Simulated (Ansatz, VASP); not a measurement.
# One calculation of TiO2, two programs

INCAR

```
PREC = Accurate
ENCUT = 520
EDIFF = 1E-6
ISMEAR = 0
SIGMA = 0.05
LREAL = F
LASPH = T
NELM = 150
ALGO = Normal
ISIF = 2
LWAVE = F
LCHARG = F
LMAXMIX = 4
LDAU = T
LDAUTYPE = 2
LDAUL = 2 -1
LDAUU = 4 0
LDAUJ = 0 0
LDAUPRINT = 1
GGA = PE
NBANDS = 33
```

Contents of KPOINTS:

```
regular mesh
0
Gamma
  6 6 6
```

The input POSCAR:

```
TiO2
1.0
    2.7694294151     -2.7695063740     -0.0206655901
    2.7694294151      2.7695063740     -0.0206655901
   -2.7318590789      0.0000000000      5.0374958942
Ti O
2 4
Direct
    0.1250069486      0.8749930514      0.2500000000
    0.8749930514      0.1250069486      0.7500000000
    0.3210199348      0.0710432101      0.6420495915
    0.6789800652      0.9289567899      0.3579504085
    0.9289567899      0.6789800652      0.8579504085
    0.0710432101      0.3210199348      0.1420495915
```

Input for Ansatz:

```yaml
crystal:
  lattice:
    - [2.7694294151, -2.769506374, -0.0206655901]
    - [2.7694294151, 2.769506374, -0.0206655901]
    - [-2.7318590789, 0.0, 5.0374958942]
  atoms:
    - { symbol: Ti, position: [0.1250069486, 0.8749930514, 0.25] }
    - { symbol: Ti, position: [0.8749930514, 0.1250069486, 0.75] }
    - { symbol: O, position: [0.3210199348, 0.0710432101, 0.6420495915] }
    - { symbol: O, position: [0.6789800652, 0.9289567899, 0.3579504085] }
    - { symbol: O, position: [0.9289567899, 0.6789800652, 0.8579504085] }
    - { symbol: O, position: [0.0710432101, 0.3210199348, 0.1420495915] }
basis:
  ecutwfc: 520.0
kpoints:
  mp_grid: { grid: [6, 6, 6] }
hamiltonian:
  xc: pbe
  pseudopotentials: { kind: paw, azcp: { folder: soft_1 } }
  hubbard: { sites: [{ species: Ti, l: d, u_eff: 4.0 }] }
scf:
  occupations: { method: gaussian, width: 0.05 }
output:
  forces: true
  stress: true
  eigenvalues: true
```

Alike in both runs: task single point; functional PBE; k mesh 6 × 6 × 6; occupations gaussian, width 0.05 eV; no spin polarisation; Hubbard terms Ti d U = 4.0 eV.

|  | VASP | Ansatz |
| --- | --- | --- |
| version | VASP 6.6.1 | Ansatz 0.2.0 |
| potentials or method | VASP PAW PBE potentials, release 64 (Ti_sv, O), cutoff 520 eV | scalar-relativistic, plane waves, PAW |
| valence electrons in the cell | 48 | 48 |

VASP gave:

| Property | Result |
| --- | --- |
| gap on the k mesh at the Fermi level (eV) | 2.61 |
| least direct gap on the mesh (eV) | 2.79 |
| pressure (GPa) | -5.0 |
| traceless stress, the component that is largest in VASP (GPa) | 6.44 |
| rms of the force components (eV/Å) | 0.540 |

Question: Which values does Ansatz return?

Answer: gap on the k mesh at the Fermi level (eV): 2.61; least direct gap on the mesh (eV): 2.78; pressure (GPa): -8.3; traceless stress, the component that is largest in VASP (GPa): 5.92; rms of the force components (eV/Å): 0.445.

The programs project onto different local orbitals, so the same U acts differently, and such runs can settle in different states. Atom by atom the forces differ by 0.095 eV/Å (rms over components).
